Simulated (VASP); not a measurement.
Al3Co2: single point with PBE

The system is Al3Co2.

```
Al Co
1.0
     6.88567    0.29984   -0.13554
     0.29984    6.32321    0.05561
    -0.13554    0.05561    6.43057
Al Co
12 8
Direct
  0.16115 0.06172 0.90403
  0.82303 0.68504 0.00140
  0.67471 0.30582 0.36013
  0.66389 0.79455 0.35390
  0.34354 0.91114 0.58512
  0.17373 0.40978 0.13879
  0.89981 0.89326 0.69110
  0.40108 0.68997 0.99812
  0.10007 0.87002 0.25233
  0.79695 0.28398 0.80241
  0.96827 0.53687 0.46528
  0.40612 0.30328 0.66709
  0.55605 0.95470 0.86760
  0.66613 0.57955 0.65202
  0.86092 0.07431 0.09374
  0.14414 0.56898 0.79124
  0.36787 0.05383 0.20686
  0.33494 0.58350 0.39341
  0.52535 0.34387 0.00384
  0.09662 0.18084 0.50709
```

| Item | Value |
| --- | --- |
| Program | VASP 6.6.1 |
| Task | single point |
| Functional | PBE |
| Potentials or basis | VASP PAW PBE potentials, release 64 (Al, Co) |
| Cutoff | 520 eV |
| k mesh | 1 × 1 × 1, shifted |
| Occupations | fermi-dirac, width 0.0629 eV |
| Spin | no spin polarisation |

- Pressure: -3.0 GPa
- Largest force: 2.114 eV/Å
- Band gap on the k mesh: 0.19 eV

Forces in eV/Å, atoms in the order of the input:
```
Al   0.697  0.725 -0.658
Al   0.077 -1.047 -0.039
Al  -0.080 -0.071 -0.336
Al  -1.229  1.050 -0.735
Al   0.388 -1.746 -0.141
Al  -0.561 -0.831 -0.113
Al  -0.233  0.258 -0.873
Al  -0.040  0.565  0.145
Al   0.059 -0.829  1.199
Al   1.421 -0.609 -0.293
Al   0.679 -0.320  0.319
Al  -0.406  0.462 -0.536
Co   1.093  1.807  0.074
Co  -0.580  1.265  0.107
Co  -1.398  0.161  0.294
Co  -0.795 -0.300 -0.280
Co   1.345 -0.260  0.895
Co   0.481  0.312 -0.002
Co  -0.324 -0.513  0.867
Co  -0.594 -0.078  0.106
```

Stress tensor (GPa, compression positive):
```
-7.89 -4.72  1.30
-4.72 -1.51 -2.60
 1.30 -2.60  0.54
```

Levels at points of the mesh, in eV from the valence-band top:
| k point | band 50 | band 51 | band 52 | band 53 | band 54 | band 55 | band 56 | band 57 | band 58 | band 59 |
| --- | --- | --- | --- | --- | --- | --- | --- | --- | --- | --- |
| (0.25, 0.25, 0.25) | -0.36 | -0.28 | -0.19 | -0.09 | 0.00 | 0.19 | 0.34 | 0.57 | 0.99 | 1.15 |

Wall time 120 s on 1 thread of Intel(R) Xeon(R) Platinum 8259CL CPU @ 2.50GHz (Skylake/Cascade Lake), on a shared host, peak memory 0.33 GiB.

Caveat: the k points lie up to 1.00 Å⁻¹ apart. Spin polarisation is off, so any magnetic state and its effect on volume and gap are missing.
